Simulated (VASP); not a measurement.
# Ni (P6_3/mmc) in VASP: notebook

Ni is run at these levels: PBEsol; tasks: single point.

Program: VASP 6.6.1. These are calculated values, not measurements. Logs are shortened: lines on timing, memory, paths and dates and some standing lists are left out, and cuts for length are marked.

## 1. The cell of the first run

Symmetry: P6_3/mmc, No. 194, hexagonal system. The conventional cell has a = 2.448 Å, b = 2.448 Å, c = 4.073 Å, α = 90.00°, β = 90.00°, γ = 120.00°. Within 3.2 Å of Ni (site symmetry -6m2) lie 12 Ni at 2.45 to 2.48 Å.

## 2. Single point, PBEsol, collinear spin, antiferromagnetic start

INCAR reads:

```
SYSTEM = Ni
PREC = Accurate ; ENCUT = 520
EDIFF = 1E-6 ; ISMEAR = -1
SIGMA = 0.15 ; LREAL = .FALSE.
LASPH = .TRUE. ; NELM = 150
ALGO = Normal ; ISIF = 2
LWAVE = .FALSE. ; LCHARG = .FALSE.
ISPIN = 2 ; MAGMOM = 1.5 -1.5
LORBIT = 11 ; LMAXMIX = 4
GGA = PS ; NBANDS = 21
```

KPOINTS reads:

```
Automatic mesh
0
G
  14 14 8
  0 0 0
```

POSCAR reads:

```
Ni
1.0
    2.4480230000      0.0000000000      0.0000000000
   -1.2240115000      2.1200501070      0.0000000000
    0.0000000000      0.0000000000      4.0728080000
Ni
2
Direct
    0.3333333333      0.6666666667      0.2500000000
    0.6666666667      0.3333333333      0.7500000000
```

Potentials or basis: VASP PAW PBE potentials, release 64 (Ni).

Command:

```
cat potpaw_PBE.64/Ni/POTCAR > POTCAR
mpirun -np 1 vasp_std > vasp.out
```

OUTCAR:

```text
SYSTEM = Ni
   PREC = Accurate
   ENCUT = 520
   EDIFF = 1E-6
   ISMEAR = -1
   LREAL = .FALSE.
   LASPH = .TRUE.
   NELM = 150
   ISIF = 2
   ISPIN = 2
   LORBIT = 11
   GGA = PS

 ion  position               nearest neighbor table
   1  0.333  0.667  0.250-   2 2.48   2 2.48   2 2.48   2 2.48   2 2.48   2 2.48
   2  0.667  0.333  0.750-   1 2.48   1 2.48   1 2.48   1 2.48   1 2.48   1 2.48

  LATTYP: Found a hexagonal cell.
 ALAT       =     2.4480230000
 C/A-ratio  =     1.6637131269

  Lattice vectors:

 A1 = (   2.4480230000,   0.0000000000,   0.0000000000)
 A2 = (  -1.2240115000,   2.1200501070,   0.0000000000)
 A3 = (   0.0000000000,   0.0000000000,   4.0728080000)

Analysis of symmetry for initial positions (statically):
=====================================================================
 Subroutine PRICEL returns:
 Original cell was already a primitive cell.

 Routine SETGRP: Setting up the symmetry group for a
 hexagonal supercell.

 Subroutine GETGRP returns: Found 24 space group operations
 (whereof 12 operations were pure point group operations)
 out of a pool of 24 trial point group operations.

The static configuration has the point symmetry D_3d.
 The point group associated with its full space group is D_6h.

Analysis of symmetry for dynamics (positions and initial velocities):
=====================================================================
 Subroutine PRICEL returns:
 Original cell was already a primitive cell.

 Routine SETGRP: Setting up the symmetry group for a
 hexagonal supercell.

 Subroutine GETGRP returns: Found 24 space group operations
 (whereof 12 operations were pure point group operations)
 out of a pool of 24 trial point group operations.

The dynamic configuration has the point symmetry D_3d.
 The point group associated with its full space group is D_6h.

Analysis of structural, dynamic, and magnetic symmetry:
=====================================================================
 Subroutine PRICEL returns:
 Original cell was already a primitive cell.

 Routine SETGRP: Setting up the symmetry group for a
 hexagonal supercell.

 Subroutine GETGRP returns: Found 24 space group operations
 (whereof 12 operations were pure point group operations)
 out of a pool of 24 trial point group operations.

The overall configuration has the point symmetry D_3d.
 The point group associated with its full space group is D_6h.

 Subroutine INISYM returns: Found 24 space group operations
[... 118 lines left out ...]
  volume/ion in A,a.u.               =      10.57        71.32
  Fermi-wavevector in a.u.,A,eV,Ry     =   1.607187  3.037142 35.144513  2.583049
  Thomas-Fermi vector in A             =   2.703255
   LORBIT       =     11    0 simple, 1 ext, 2 COOP (PROOUT), +10 PAW based schemes
   GGA     = PS    functional components
   LHFCALC =     F    Hartree Fock is set to
   AEXX    =    0.0000 exact exchange contribution
   IVDW    =     0    specifies the selected vdW correction
   LEPSILON=     F    determine dielectric tensor
   LRPA    =     F    only Hartree local field effects (RPA)
 spin polarized calculation
  energy-cutoff  :      520.00
  volume of cell :       21.14
 maximum number of plane-waves:       592
   NGX =  9   NGY =  9   NGZ = 15

 number of electron      19.9999995 magnetization       0.0000000

 number of electron      19.9999995 magnetization      -0.0000000

 Free energy of the ion-electron system (eV)
  ---------------------------------------------------
  ext. energy  EPLUGINS =         0.00000000
  ---------------------------------------------------
  free energy    TOTEN  =       -12.31926110 eV

  energy without entropy =      -11.98423083  energy(sigma->0) =      -12.15174597

 E-fermi :   9.4993     XC(G=0): -13.6062

 val. band max:        9.4988023825   @ k =   0.2143   0.1429   0.2500
 cond. band min:       9.4996302507   @ k =   0.2143   0.2143   0.3750
 fundamental gap:      0.0008278682
 Fermi energy:         9.4993379589

 spin component 1

 k-point     1 :       0.0000    0.0000    0.0000
  band No.  band energies     occupation
      1       0.3347      1.00000
      2       4.7874      1.00000
      3       7.4104      1.00000
      4       7.5591      1.00000
      5       7.5591      1.00000
      6       7.8335      0.99998
[... 565 lines left out ...]
     20      43.1463      0.00000
     21      45.6311      0.00000

 [... further k-points ...]

 spin component 2

 k-point     1 :       0.0000    0.0000    0.0000
  band No.  band energies     occupation
      1       0.3347      1.00000
      2       4.7874      1.00000
      3       7.4104      1.00000
      4       7.5591      1.00000
      5       7.5591      1.00000
      6       7.8335      0.99998
[... 565 lines left out ...]
     20      43.1463      0.00000
     21      45.6312      0.00000

 [... further k-points ...]

------------------------ aborting loop because EDIFF is reached ----------------------------------------

  FORCE on cell =-STRESS in cart. coord.  units (eV):
  Direction    XX          YY          ZZ          XY          YZ          ZX
  --------------------------------------------------------------------------------------
  -------------------------------------------------------------------------------------
  Total       -0.2699088     -0.2699088     -0.7273383      0.0000000      0.0000000      0.0000000
  in kB      -20.4584187    -20.4584187    -55.1304409      0.0000000      0.0000000      0.0000000
  external PRESSURE =     -32.0157594 kB  Pullay stress =       0.0000000 kB

 VOLUME and BASIS-vectors are now :
 -----------------------------------------------------------------------------
  energy-cutoff  :      520.00
  volume of cell :       21.14
      direct lattice vectors                 reciprocal lattice vectors
     2.448023000  0.000000000  0.000000000     0.408492894  0.235843482  0.000000000
    -1.224011500  2.120050107  0.000000000     0.000000000  0.471686965  0.000000000
     0.000000000  0.000000000  4.072808000     0.000000000  0.000000000  0.245530848

 POSITION                                       TOTAL-FORCE (eV/Angst)
 -----------------------------------------------------------------------------------
     -0.00000      1.41337      1.01820        -0.000000      0.000000      0.000000
      1.22401      0.70668      3.05461         0.000000      0.000000      0.000000
 -----------------------------------------------------------------------------------
    total drift:                               -0.000000      0.000000     -0.000000

  FREE ENERGIE OF THE ION-ELECTRON SYSTEM (eV)
  ---------------------------------------------------
  free  energy   TOTEN  =       -12.3192611042 eV

  energy  without entropy=      -11.9842308326  energy(sigma->0) =      -12.15174597

 total charge

# of ion       s       p       d       tot
------------------------------------------
    1        0.510   0.525   8.335   9.370
    2        0.510   0.525   8.335   9.370
--------------------------------------------------
tot          1.020   1.050  16.670  18.739

 magnetization (x)

# of ion       s       p       d       tot
------------------------------------------
    1       -0.000  -0.000   0.000   0.000
    2        0.000   0.000  -0.000  -0.000
--------------------------------------------------
tot          0.000   0.000   0.000   0.000
```

stdout:

```text
POSCAR found type information on POSCAR Ni
 POSCAR found :  1 types and       2 ions
 scaLAPACK will be used
 -----------------------------------------------------------------------------
|                                                                             |
|                                                                             |
|     You enforced a specific xc type in the INCAR file but a different       |
|     I HOPE YOU KNOW WHAT YOU ARE DOING!                                     |
|                                                                             |
 -----------------------------------------------------------------------------

 LDA part: xc-table for (Slater+PW92), standard interpolation
 POSCAR, INCAR and KPOINTS ok, starting setup
 FFT: planning ... GRIDC
 FFT: planning ... GRID_SOFT
 FFT: planning ... GRID
 WAVECAR not read
 entering main loop
```

It took 66 s on 1 thread of Intel Xeon Platinum 8375C at 2.90GHz (Ice Lake), shared host; peak memory 0.19 GiB.

Results:

* Free energy: -12.3193 eV
* Pressure: -3.2 GPa
* Band gap on the k mesh: zero (filled and empty bands overlap)
* Net moment: 0.00 μB per cell
* Valence electrons inside the program's atomic spheres: Ni 9.37

Caveat: the starting moments collapsed, and a magnetic state may lie lower; the PAW data sets were made with another functional, which shifts forces and pressure a little.

## 3. Single point, PBEsol, collinear spin, antiferromagnetic start

INCAR reads:

```
  ALGO = Normal
  EDIFF = 1E-6
  ENCUT = 520
  GGA = PS
  ISIF = 2
  ISMEAR = -1
  ISPIN = 2
  LASPH = True
  LCHARG = False
  LMAXMIX = 4
  LORBIT = 11
  LREAL = False
  LWAVE = False
  MAGMOM = 1.5 -1.5
  NBANDS = 21
  NELM = 150
  PREC = Accurate
  SIGMA = 0.15
```

KPOINTS reads:

```
k-points
0
Gamma
  14 14 8
```

POSCAR is that of step 2.

Potentials or basis: VASP PAW PBE potentials, release 64 (Ni).

Command:

```
cat potpaw_PBE.64/Ni/POTCAR > POTCAR
mpirun -np 1 vasp_std > vasp.out
```

Run time: 68 s. Hardware: 1 thread of Intel Xeon Platinum 8375C at 2.90GHz (Ice Lake), shared host; peak memory 0.19 GiB.

Results (log left out):

| Property | Result |
| --- | --- |
| Free energy | -12.3193 eV |
| Pressure | -3.2 GPa |
| Band gap on the k mesh | zero (filled and empty bands overlap) |
| Net moment | 0.00 μB per cell |
| Valence electrons inside the program's atomic spheres | Ni 9.37 |

Stress tensor (GPa, compression positive):
```
-2.05  0.00  0.00
 0.00 -2.05  0.00
 0.00  0.00 -5.51
```

Levels at points of the mesh, in eV from the Fermi level:
Spin up:
| k point | band 6 | band 7 | band 8 | band 9 | band 10 | band 11 | band 12 | band 13 | band 14 | band 15 |
| --- | --- | --- | --- | --- | --- | --- | --- | --- | --- | --- |
| (0.00, 0.00, 0.00) | -1.67 | -1.67 | -1.17 | -1.17 | -0.50 | -0.21 | -0.21 | 5.91 | 23.11 | 25.36 |
| (0.50, 0.00, 0.00) | -1.96 | -1.66 | -0.05 | -0.04 | 0.07 | 1.57 | 3.48 | 9.57 | 10.12 | 12.73 |
| (0.00, 0.00, 0.50) | -1.97 | -1.97 | -1.97 | -0.51 | -0.51 | -0.51 | -0.51 | 14.38 | 14.38 | 23.83 |
| (0.50, 0.00, 0.50) | -1.10 | -0.56 | -0.56 | 0.02 | 0.02 | 1.64 | 1.64 | 7.30 | 7.30 | 18.84 |
Spin down:
```
           k point  band 6  band 7  band 8  band 9  band 10  band 11  band 12  band 13  band 14  band 15
(0.00, 0.00, 0.00)   -1.67   -1.67   -1.17   -1.17    -0.50    -0.21    -0.21     5.91    23.11    25.36
(0.50, 0.00, 0.00)   -1.96   -1.66   -0.05   -0.04     0.07     1.57     3.48     9.57    10.12    12.73
(0.00, 0.00, 0.50)   -1.97   -1.97   -1.97   -0.51    -0.51    -0.51    -0.51    14.38    14.38    23.83
(0.50, 0.00, 0.50)   -1.10   -0.56   -0.56    0.02     0.02     1.64     1.64     7.30     7.30    18.84
```

Caveat: the starting moments collapsed, and a magnetic state may lie lower; the PAW data sets were made with another functional, which shifts forces and pressure a little.
